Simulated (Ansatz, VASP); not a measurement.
**One calculation of ScIn2Se2, two programs**

```xyz
5
Lattice="1.9064 1.1006 11.0181 -1.9064 1.1006 11.0181 0.0000 -2.2013 11.0181" Properties=species:S:1:pos:R:3 pbc="T T T"
Sc    0.0000    0.0000    0.0000
In    0.0000    0.0000   14.9502
In    0.0000    0.0000   18.1040
Se    0.0000    0.0000   23.6175
Se    0.0000    0.0000    9.4367
```

Alike in both runs: functional PBE; k mesh 5 × 5 × 5; occupations gaussian, width 0.2 eV; no spin polarisation.

Ansatz relaxed the structure, and its values are those at the end. VASP's run is a single point on that final structure, the one shown.

|  | VASP | Ansatz |
| --- | --- | --- |
| version | VASP 6.6.1 | Ansatz 0.2.0 |
| potentials or method | VASP PAW PBE potentials, release 64 (Sc_sv, In_d, Se), cutoff 520 eV | scalar-relativistic, plane waves, PAW |
| valence electrons in the cell | 49 | 69 |

|  | VASP | Ansatz | Ansatz less VASP |
| --- | --- | --- | --- |
| gap on the k mesh at the Fermi level (eV) | none | none | - |
| pressure (GPa) | 0.0 | -0.1 | -0.07 |
| rms of the force components (eV/Å) | 0.004 | 0.006 | +0.0020 |

A gap of «none» marks a metal or a gap that the smearing closes. With one functional, cell and mesh, what is left measures potentials, basis and numerics. VASP's potentials hold 49 valence electrons a cell and Ansatz's 69, so a difference there can come from the potentials and not from the codes.

The k mesh is coarse, so the values compare programs but aren't converged.
